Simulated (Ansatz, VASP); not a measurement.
# One calculation of ZnO, two programs

```xyz
4
Lattice="3.1872 0.0000 0.0000 -1.5936 2.7602 0.0000 0.0000 0.0000 5.1521" Properties=species:S:1:pos:R:3 pbc="T T T"
Zn    0.0000    1.8402    0.0094
Zn    1.5936    0.9201    2.5854
O     0.0000    1.8402    1.9592
O     1.5936    0.9201    4.5353
```

Alike in both runs: functional LDA; k mesh 12 × 12 × 6; occupations gaussian, width 0.02 eV; no spin polarisation.

Ansatz relaxed the structure, and its values are those at the end. VASP's run is a single point on that final structure, the one shown.

```csv
,VASP,Ansatz
version,VASP 6.6.1,Ansatz 0.2.0
potentials or method,"VASP PAW LDA potentials, release 64 (Zn, O), cutoff 520 eV","scalar-relativistic, plane waves, PAW"
valence electrons in the cell,36,36
```

Ansatz gave:

- gap on the k mesh at the Fermi level (eV): 0.80
- least direct gap on the mesh (eV): 0.80
- pressure (GPa): 0.0

**Question.** What did VASP give for the same quantities?

**Answer.** gap on the k mesh at the Fermi level (eV): 0.81; least direct gap on the mesh (eV): 0.81; pressure (GPa): 1.1.

LDA's correlation is that of Perdew and Zunger in VASP and of Perdew and Wang (1992) in Ansatz.
